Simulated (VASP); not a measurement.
# FeCo (Pm-3m) in VASP: notebook, part 2 of 2

VASP 6.6.1. The steps go on from the part before.

## (3) Electric field gradients, PBE, collinear spin, ferromagnetic start (volume scaled by 1.05)

File INCAR:

```
SYSTEM = FeCo
ALGO = Normal
EDIFF = 1E-8
ENCUT = 520
GGA = PE
GGA_COMPAT = .FALSE.
ISIF = 2
ISMEAR = -1
ISPIN = 2
LASPH = .TRUE.
LCHARG = .FALSE.
LEFG = .TRUE.
LMAXMIX = 4
LORBIT = 11
LREAL = .FALSE.
LWAVE = .FALSE.
MAGMOM = 3 2
NBANDS = 20
NELM = 200
PREC = Accurate
SIGMA = 0.05
```

File KPOINTS:

```
k-points
0
G
  13 13 13
  0 0 0
```

File POSCAR:

```
FeCo
1.0
    2.9038443914      0.0000000000      0.0000000000
    0.0000000000      2.9038443914      0.0000000000
    0.0000000000      0.0000000000      2.9038443914
Fe Co
1 1
Direct
    0.5000000000      0.5000000000      0.5000000000
    0.0000000000      0.0000000000      0.0000000000
```

Potentials or basis: VASP PAW PBE potentials, release 64 (Fe, Co).

Command:

```console
$ cat potpaw_PBE.64/Fe/POTCAR potpaw_PBE.64/Co/POTCAR > POTCAR
$ mpirun -np 1 vasp_std > vasp.out
```

OUTCAR:

```text
SYSTEM = FeCo
   EDIFF = 1E-8
   ENCUT = 520
   GGA = PE
   ISIF = 2
   ISMEAR = -1
   ISPIN = 2
   LASPH = .TRUE.
   LORBIT = 11
   LREAL = .FALSE.
   NELM = 200
   PREC = Accurate

 ion  position               nearest neighbor table
   1  0.500  0.500  0.500-   2 2.51   2 2.51   2 2.51   2 2.51   2 2.51   2 2.51   2 2.51   2 2.51

   2  0.000  0.000  0.000-   1 2.51   1 2.51   1 2.51   1 2.51   1 2.51   1 2.51   1 2.51   1 2.51

  LATTYP: Found a simple cubic cell.
 ALAT       =     2.9038443914

  Lattice vectors:

 A1 = (   2.9038443914,   0.0000000000,   0.0000000000)
 A2 = (   0.0000000000,   2.9038443914,   0.0000000000)
 A3 = (   0.0000000000,   0.0000000000,   2.9038443914)

Analysis of symmetry for initial positions (statically):
[... 1348 lines left out ...]
----------------------------------------------------------------------
 ion       V_xx      V_yy      V_zz     asymmetry (V_yy - V_xx)/ V_zz
----------------------------------------------------------------------
   1       0.000     0.000     0.000      -0.135
   2      -0.000    -0.000     0.000       0.052
----------------------------------------------------------------------

           NMR quadrupolar parameters

 Cq : quadrupolar parameter    Cq=e*Q*V_zz/h
 eta: asymmetry parameters     (V_yy - V_xx)/ V_zz
 Q  : nuclear electric quadrupole moment in mb (millibarn)
----------------------------------------------------------------------
 ion       Cq(MHz)       eta       Q (mb)
----------------------------------------------------------------------
   1       0.000      -0.135       1.000
   2       0.000       0.052       1.000
----------------------------------------------------------------------

 total charge

# of ion       s       p       d       tot
------------------------------------------
    1        0.451   0.477   6.105   7.033
    2        0.460   0.461   7.210   8.131
--------------------------------------------------
tot          0.910   0.939  13.315  15.164

 magnetization (x)

# of ion       s       p       d       tot
------------------------------------------
    1        0.003  -0.044   2.889   2.848
    2       -0.011  -0.055   1.849   1.784
--------------------------------------------------
tot         -0.008  -0.098   4.738   4.632
```

OSZICAR:

```text
N       E                     dE             d eps       ncg     rms          rms(c)
DAV:   1     0.842939095760E+02    0.84294E+02   -0.73877E+03  6992   0.108E+03
DAV:   2    -0.127016791850E+02   -0.96996E+02   -0.86684E+02  6848   0.205E+02
DAV:   3    -0.171327545642E+02   -0.44311E+01   -0.42635E+01  7500   0.542E+01
DAV:   4    -0.171995239200E+02   -0.66769E-01   -0.66705E-01  8384   0.579E+00
DAV:   5    -0.172012526414E+02   -0.17287E-02   -0.17286E-02  7956   0.835E-01    0.146E+01
DAV:   6    -0.156557050176E+02    0.15455E+01   -0.80417E+00  7436   0.549E+01    0.939E+00
DAV:   7    -0.155094076035E+02    0.14630E+00   -0.16438E+00  7896   0.246E+01    0.784E+00
DAV:   8    -0.154478408478E+02    0.61567E-01   -0.14242E+00  8152   0.220E+01    0.540E+00
DAV:   9    -0.153693784711E+02    0.78462E-01   -0.38141E-01  9184   0.100E+01    0.193E+00
DAV:  10    -0.153553147355E+02    0.14064E-01   -0.22105E-02 10336   0.287E+00    0.480E-01
DAV:  11    -0.153555536411E+02   -0.23891E-03   -0.15114E-03  9476   0.474E-01    0.174E-01
DAV:  12    -0.153555136688E+02    0.39972E-04   -0.14507E-04 10256   0.281E-01    0.822E-02
DAV:  13    -0.153555080853E+02    0.55836E-05   -0.61488E-05 10684   0.106E-01    0.265E-02
DAV:  14    -0.153555106691E+02   -0.25838E-05   -0.58063E-06  9836   0.293E-02    0.107E-02
DAV:  15    -0.153555104397E+02    0.22932E-06   -0.16976E-06  9116   0.234E-02    0.211E-03
DAV:  16    -0.153555104257E+02    0.14078E-07   -0.97400E-08  9600   0.430E-03    0.652E-04
DAV:  17    -0.153555104153E+02    0.10413E-07   -0.49049E-09  4060   0.855E-04    0.273E-04
DAV:  18    -0.153555104109E+02    0.43171E-08   -0.14357E-09  3740   0.331E-04
   1 F= -.15355510E+02 E0= -.15349753E+02  d E =-.115153E-01  mag=     4.5891
```

Wall time 42 s (1 thread of Intel Xeon Platinum 8559C (Emerald Rapids), shared host); peak memory 0.19 GiB.

What came out:

```
Free energy                                           : -15.3555 eV
Pressure                                              : -10.6 GPa
Net moment                                            : 4.59 μB per cell
Site moments                                          : Fe +2.85; Co +1.78 μB
Valence electrons inside the program's atomic spheres : Fe 7.03; Co 8.13
```

Caveat: the cell differs from its parent crystal (volume scaled by 1.05); without QUAD_EFG the Cq values of the log hold for a quadrupole moment of 1 mb, not for the nuclei.

## (4) Density of states, PBE, collinear spin, ferromagnetic start

This run uses another cell than the first one, of 11.66 Å³/atom, 0.952 times its volume.

File POSCAR:

```
FeCo
1.0
    2.8570000000      0.0000000000      0.0000000000
    0.0000000000      2.8570000000      0.0000000000
    0.0000000000      0.0000000000      2.8570000000
Fe Co
1 1
Direct
    0.5000000000      0.5000000000      0.5000000000
    0.0000000000      0.0000000000      0.0000000000
```

File INCAR.step1:

```
SYSTEM = FeCo
PREC     = Accurate       ! precision mode
ENCUT    = 520            ! plane-wave cutoff, eV
EDIFF    = 1E-6           ! SCF threshold, eV
ISMEAR   = -1             ! smearing method
SIGMA    = 0.05           ! smearing width, eV
LREAL    = .False.        ! projectors in reciprocal space
LASPH    = .True.         ! aspherical terms in the spheres
NELM     = 200            ! most SCF steps
ALGO     = Normal         ! electronic algorithm
ISIF     = 2              ! what is computed and relaxed
LWAVE    = .False.        ! write WAVECAR
LCHARG   = .True.         ! write CHGCAR
ISPIN    = 2              ! spin polarisation
MAGMOM   = 3 2            ! initial moments
LMAXMIX  = 4              ! l up to which the mixer works
GGA      = PE             ! functional
NBANDS   = 20             ! bands
GGA_COMPAT= .False.      
NEDOS    = 2001           ! points of the DOS
LORBIT   = 11             ! projections on sites
```

File KPOINTS.step1:

```
regular mesh
0
Gamma
  13 13 13
  0 0 0
```

File INCAR.step2:

```
SYSTEM = FeCo
PREC     = Accurate       ! precision mode
ENCUT    = 520            ! plane-wave cutoff, eV
EDIFF    = 1E-6           ! SCF threshold, eV
ISMEAR   = -5             ! smearing method
SIGMA    = 0.05           ! smearing width, eV
LREAL    = .False.        ! projectors in reciprocal space
LASPH    = .True.         ! aspherical terms in the spheres
NELM     = 200            ! most SCF steps
ALGO     = Normal         ! electronic algorithm
ISIF     = 2              ! what is computed and relaxed
LWAVE    = .False.        ! write WAVECAR
LCHARG   = .False.        ! write CHGCAR
ISPIN    = 2              ! spin polarisation
MAGMOM   = 3 2            ! initial moments
LORBIT   = 10             ! projections on sites
LMAXMIX  = 4              ! l up to which the mixer works
GGA      = PE             ! functional
NEDOS    = 1001           ! points of the DOS
ICHARG   = 11             ! starting density
GGA_COMPAT= .False.
```

File KPOINTS.step2:

```
regular mesh
0
Gamma
  20 20 20
  0 0 0
```

Command:

```console
$ cat potpaw_PBE.64/Fe/POTCAR potpaw_PBE.64/Co/POTCAR > POTCAR
$ cp INCAR.step1 INCAR
$ cp KPOINTS.step1 KPOINTS
$ mpirun -np 1 vasp_std > vasp.out
$ cp INCAR.step2 INCAR
$ cp KPOINTS.step2 KPOINTS
$ mpirun -np 1 vasp_std > vasp.out
```

Run time: 78 s. Hardware: 1 thread of Intel Xeon Platinum 8559C (Emerald Rapids), shared host; peak memory 0.28 GiB.

Results (log left out):

- Net moment: 4.53 μB per cell
- Site moments: Fe +2.79; Co +1.76 μB
- Valence electrons inside the program's atomic spheres: Fe 7.12; Co 8.21

Levels at points of the mesh, in eV from the Fermi level:
Spin up:
| k point | band 7 | band 8 | band 9 | band 10 | band 11 | band 12 | band 13 | band 14 | band 15 |
| --- | --- | --- | --- | --- | --- | --- | --- | --- | --- |
| (0.00, 0.00, 0.00) | -2.06 | -2.06 | -0.98 | -0.98 | -0.98 | 8.96 | 8.96 | 8.96 | 14.50 |
| (0.50, 0.00, 0.00) | -2.61 | -2.61 | -2.14 | -2.00 | -0.96 | -0.70 | 15.75 | 15.75 | 15.93 |
| (0.50, 0.50, 0.00) | -1.93 | -1.82 | -0.74 | -0.74 | -0.18 | -0.18 | 5.92 | 6.10 | 17.55 |
| (0.50, 0.50, 0.50) | -1.95 | -1.95 | -1.79 | -1.79 | 7.49 | 7.49 | 7.49 | 7.57 | 7.57 |
Spin down:
| k point | band 3 | band 4 | band 5 | band 6 | band 7 | band 8 | band 9 | band 10 |
| --- | --- | --- | --- | --- | --- | --- | --- | --- |
| (0.00, 0.00, 0.00) | -3.47 | -1.20 | -1.20 | -1.20 | 0.76 | 0.76 | 1.44 | 1.44 |
| (0.50, 0.00, 0.00) | -1.65 | -1.16 | -1.16 | -1.16 | -0.42 | -0.33 | -0.33 | 0.62 |
| (0.50, 0.50, 0.00) | -2.30 | -2.30 | -0.11 | -0.11 | 0.47 | 0.54 | 0.74 | 1.41 |
| (0.50, 0.50, 0.50) | -2.63 | -2.24 | -2.24 | -2.24 | 0.58 | 0.58 | 1.45 | 1.45 |

Caveat: tetrahedron occupations give inexact forces and stress in metals.
